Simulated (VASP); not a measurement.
# Ti (P6/mmm) in VASP: a series of runs, part 2 of 2

VASP 6.6.1. Earlier steps stand in the parts before.

## (4) Single point, PBEsol

This run uses another cell than the first one, of 17.40 Å³/atom.

File INCAR:

```
SYSTEM = Ti
ALGO = Normal ; EDIFF = 1E-6
ENCUT = 520 ; GGA = PS
ISIF = 2 ; ISMEAR = -1
LASPH = .True. ; LCHARG = .False.
LREAL = .False. ; LWAVE = .False.
NBANDS = 25 ; NELM = 60
PREC = Accurate ; SIGMA = 0.1
```

File KPOINTS:

```
k-points
0
Gamma
  7 7 10
  0 0 0
```

File POSCAR:

```
Ti
1.0
    4.6152825043      0.0000000000      0.0000000000
   -2.3076412521      3.9969520374      0.0000000000
    0.0000000000      0.0000000000      2.8293688396
Ti
3
Direct
    0.0000000000      0.0000000000      0.0000000000
    0.3333333333      0.6666666667      0.5000000000
    0.6666666667      0.3333333333      0.5000000000
```

Started as:

```sh
$ cat potpaw_PBE.64/Ti_sv/POTCAR > POTCAR
$ mpirun -np 1 vasp_std > vasp.out
```

Wall time 75 s (1 thread of Intel Xeon 8259CL, shared host); peak memory 0.2 GiB.

The run converged. Its results:

| Property | Result |
| --- | --- |
| Free energy | -25.0508 eV |
| Pressure | -6.0 GPa |
| Band gap on the k mesh | zero (bands 18 and 19 overlap by 0.24 eV) |

Stress tensor (GPa, compression positive):
```
-6.59  0.00  0.00
 0.00 -6.59  0.00
 0.00  0.00 -4.92
```

Levels at points of the mesh, in eV from the Fermi level:
| k point | band 16 | band 17 | band 18 | band 19 | band 20 | band 21 |
| --- | --- | --- | --- | --- | --- | --- |
| (0.00, 0.00, 0.00) | -0.68 | -0.59 | -0.59 | -0.07 | 0.65 | 1.29 |
| (0.00, 0.00, 0.50) | -1.66 | -1.54 | -1.54 | 1.03 | 1.03 | 1.25 |

Caveat: the cell stands under tension; the PAW data sets were made with another functional, which shifts forces and pressure a little.

## (5) Single point, PBEsol

This run uses another cell than the first one, of 17.91 Å³/atom.

File INCAR:

```
SYSTEM = Ti
PREC = Accurate
ENCUT = 520
EDIFF = 1E-7
ISMEAR = -1
SIGMA = 0.1
LREAL = .False.
LASPH = .True.
NELM = 60
ALGO = Normal
ISIF = 2
LWAVE = .False.
LCHARG = .False.
GGA = PS
NBANDS = 25
```

File KPOINTS:

```
regular mesh
0
Gamma
  7 7 10
  0 0 0
```

File POSCAR:

```
Ti
1.0
    4.6605332576      0.0000000000      0.0000000000
   -2.3302666288      4.0361403407      0.0000000000
    0.0000000000      0.0000000000      2.8571095188
Ti
3
Direct
    0.0000000000      0.0000000000      0.0000000000
    0.3333333333      0.6666666667      0.5000000000
    0.6666666667      0.3333333333      0.5000000000
```

Started as:

```sh
$ cat potpaw_PBE.64/Ti_sv/POTCAR > POTCAR
$ mpirun -np 1 vasp_std > vasp.out
```

Wall time 76 s (1 thread of Intel Xeon 8259CL, shared host); peak memory 0.2 GiB.

It converged, with:

```yaml
Free_energy: -24.9801 eV
Pressure: -8.7 GPa
Band_gap_on_the_k_mesh: zero (bands 18 and 19 overlap by 0.24 eV)
```

Stress tensor (GPa, compression positive):
```
-9.15  0.00  0.00
 0.00 -9.15  0.00
 0.00  0.00 -7.71
```

Levels at points of the mesh, in eV from the Fermi level:
```tsv
k point	band 15	band 16	band 17	band 18	band 19	band 20	band 21	band 22
(0.00, 0.00, 0.00)	-0.68	-0.68	-0.58	-0.58	-0.07	0.63	1.26	1.26
(0.00, 0.00, 0.50)	-1.91	-1.66	-1.47	-1.47	1.01	1.01	1.21	1.21
```

Caveat: the cell stands under tension; the PAW data sets were made with another functional, which shifts forces and pressure a little.

## (6) Single point, PBEsol

This run uses another cell than the first one, of 18.43 Å³/atom.

File INCAR:

```
SYSTEM = Ti
PREC = Accurate ; ENCUT = 520
EDIFF = 1E-6 ; ISMEAR = -1
SIGMA = 0.1 ; LREAL = .FALSE.
LASPH = .TRUE. ; NELM = 100
ALGO = Normal ; ISIF = 2
LWAVE = .FALSE. ; LCHARG = .FALSE.
GGA = PS ; NBANDS = 25
```

File KPOINTS:

```
regular mesh
0
G
  7 7 10
  0 0 0
```

File POSCAR:

```
Ti
1.0
    4.7049219601      0.0000000000      0.0000000000
   -2.3524609801      4.0745820861      0.0000000000
    0.0000000000      0.0000000000      2.8843217234
Ti
3
Direct
    0.0000000000      0.0000000000      0.0000000000
    0.3333333333      0.6666666667      0.5000000000
    0.6666666667      0.3333333333      0.5000000000
```

Potentials or basis: VASP PAW PBE potentials, release 64 (Ti_sv).

Started as:

```sh
$ cat potpaw_PBE.64/Ti_sv/POTCAR > POTCAR
$ mpirun -np 1 vasp_std > vasp.out
```

OUTCAR:

```text
SYSTEM = Ti
   PREC = Accurate
   ENCUT = 520
   EDIFF = 1E-6
   ISMEAR = -1
   LREAL = .FALSE.
   LASPH = .TRUE.
   NELM = 100
   ISIF = 2
   GGA = PS

 ion  position               nearest neighbor table
   1  0.000  0.000  0.000-
   2  0.333  0.667  0.500-   3 2.72   3 2.72   3 2.72
   3  0.667  0.333  0.500-   2 2.72   2 2.72   2 2.72

  LATTYP: Found a hexagonal cell.
 ALAT       =     4.7049219601
 C/A-ratio  =     0.6130434783

  Lattice vectors:

 A1 = (   4.7049219601,   0.0000000000,   0.0000000000)
 A2 = (  -2.3524609801,   4.0745820861,   0.0000000000)
 A3 = (   0.0000000000,   0.0000000000,   2.8843217234)

Analysis of symmetry for initial positions (statically):
=====================================================================
 Subroutine PRICEL returns:
 Original cell was already a primitive cell.

 Routine SETGRP: Setting up the symmetry group for a
 hexagonal supercell.

 Subroutine GETGRP returns: Found 24 space group operations
 (whereof 24 operations were pure point group operations)
 out of a pool of 24 trial point group operations.
[... 161 lines left out ...]
  free energy    TOTEN  =       -24.88544288 eV

  energy without entropy =      -24.76918533  energy(sigma->0) =      -24.82731411

 E-fermi :   7.4613     XC(G=0): -11.3525

 val. band max:        7.4606257415   @ k =   0.2857   0.1429   0.0000
 cond. band min:       7.4937926279   @ k =   0.4286   0.1429   0.3000
 fundamental gap:      0.0331668865
 Fermi energy:         7.4612707166

 k-point     1 :       0.0000    0.0000    0.0000
  band No.  band energies     occupation
      1     -49.2814      2.00000
      2     -49.0406      2.00000
      3     -48.9156      2.00000
      4     -25.6730      2.00000
      5     -25.6730      2.00000
      6     -25.5430      2.00000
[... 661 lines left out ...]
     24       9.7676      0.00000
     25       9.8535      0.00000

 [... further k-points ...]

------------------------ aborting loop because EDIFF is reached ----------------------------------------

  FORCE on cell =-STRESS in cart. coord.  units (eV):
  Direction    XX          YY          ZZ          XY          YZ          ZX
  --------------------------------------------------------------------------------------
  -------------------------------------------------------------------------------------
  Total       -3.9195299     -3.9195302     -3.4891187      0.0000000      0.0000000      0.0000000
  in kB     -113.5704549   -113.5704630   -101.0990617      0.0000000      0.0000000      0.0000000
  external PRESSURE =    -109.4133266 kB  Pullay stress =       0.0000000 kB

 VOLUME and BASIS-vectors are now :
 -----------------------------------------------------------------------------
  energy-cutoff  :      520.00
  volume of cell :       55.29
      direct lattice vectors                 reciprocal lattice vectors
     4.704921960  0.000000000  0.000000000     0.212543377  0.122711971  0.000000000
    -2.352460980  4.074582086  0.000000000     0.000000000  0.245423943  0.000000000
     0.000000000  0.000000000  2.884321723     0.000000000  0.000000000  0.346701962

 POSITION                                       TOTAL-FORCE (eV/Angst)
 -----------------------------------------------------------------------------------
      0.00000      0.00000      0.00000        -0.000000      0.000000     -0.000000
     -0.00000      2.71639      1.44216        -0.000000     -0.000000      0.000000
      2.35246      1.35819      1.44216         0.000000      0.000000     -0.000000
 -----------------------------------------------------------------------------------
    total drift:                                0.000000      0.000000     -0.000000

  FREE ENERGIE OF THE ION-ELECTRON SYSTEM (eV)
  ---------------------------------------------------
  free  energy   TOTEN  =       -24.8854428803 eV

  energy  without entropy=      -24.7691853323  energy(sigma->0) =      -24.82731411
```

OSZICAR:

```text
N       E                     dE             d eps       ncg     rms          rms(c)
DAV:   1     0.429397473694E+03    0.42940E+03   -0.18591E+04  2400   0.175E+03
DAV:   2     0.198245691380E+02   -0.40957E+03   -0.40305E+03  2427   0.513E+02
DAV:   3    -0.250067753265E+02   -0.44831E+02   -0.43739E+02  4435   0.147E+02
DAV:   4    -0.286095285187E+02   -0.36028E+01   -0.35756E+01  3335   0.369E+01
DAV:   5    -0.288271332229E+02   -0.21760E+00   -0.21753E+00  3806   0.774E+00    0.146E+01
DAV:   6    -0.248947251953E+02    0.39324E+01   -0.14534E+01  2917   0.348E+01    0.329E+00
DAV:   7    -0.249475321053E+02   -0.52807E-01   -0.19353E+00  3849   0.117E+01    0.363E+00
DAV:   8    -0.248775530830E+02    0.69979E-01   -0.80776E-01  3520   0.559E+00    0.234E+00
DAV:   9    -0.248982307050E+02   -0.20678E-01   -0.27015E-01  3013   0.566E+00    0.859E-01
DAV:  10    -0.248848429204E+02    0.13388E-01   -0.78441E-02  3188   0.249E+00    0.119E-01
DAV:  11    -0.248853566131E+02   -0.51369E-03   -0.48363E-03  3700   0.501E-01    0.101E-01
DAV:  12    -0.248854538220E+02   -0.97209E-04   -0.36388E-04  3264   0.146E-01    0.280E-02
DAV:  13    -0.248854426259E+02    0.11196E-04   -0.42333E-05  3696   0.413E-02    0.579E-03
DAV:  14    -0.248854428803E+02   -0.25443E-06   -0.91719E-07  2009   0.892E-03
   1 F= -.24885443E+02 E0= -.24827314E+02  d E =-.116258E+00
```

It took 66 s on 1 thread of Intel Xeon 8259CL, shared host; peak memory 0.2 GiB.

Results:

```yaml
Free_energy: -24.8854 eV
Pressure: -10.9 GPa
Band_gap_on_the_k_mesh: zero (bands 18 and 19 overlap by 0.24 eV)
```

Levels at points of the mesh, in eV from the Fermi level:
```csv
k point,band 15,band 16,band 17,band 18,band 19,band 20,band 21,band 22
"(0.00, 0.00, 0.00)",-0.67,-0.67,-0.57,-0.57,-0.08,0.61,1.22,1.22
"(0.00, 0.00, 0.50)",-1.82,-1.66,-1.41,-1.41,0.99,0.99,1.16,1.16
```

Caveat: the cell stands under tension; the PAW data sets were made with another functional, which shifts forces and pressure a little.

## (7) Overview

| cell | gap on the mesh (eV) | pressure (GPa) |
| --- | --- | --- |
| a = 4.522, b = 4.522, c = 2.772 Å, angles 90.0, 90.0, 120.0°, 3 atoms | none | 0.6 |
| a = 4.569, b = 4.569, c = 2.801 Å, angles 90.0, 90.0, 120.0°, 3 atoms | none | -2.9 |
| a = 4.615, b = 4.615, c = 2.829 Å, angles 90.0, 90.0, 120.0°, 3 atoms | none | -6.0 |
| a = 4.661, b = 4.661, c = 2.857 Å, angles 90.0, 90.0, 120.0°, 3 atoms | none | -8.7 |
| a = 4.705, b = 4.705, c = 2.884 Å, angles 90.0, 90.0, 120.0°, 3 atoms | none | -10.9 |

Alike in all rows: task single point; level PBEsol; potentials or basis VASP PAW PBE potentials, release 64 (Ti_sv); no spin polarisation; k mesh 7 × 7 × 10; cutoff (eV) 520; smearing fermi-dirac 0.1 eV.

Caveats: the PAW data sets were made with another functional, which shifts forces and pressure a little; the cell stands under tension (at least some runs).

Absolute energies hang on the potentials; compare differences alone.
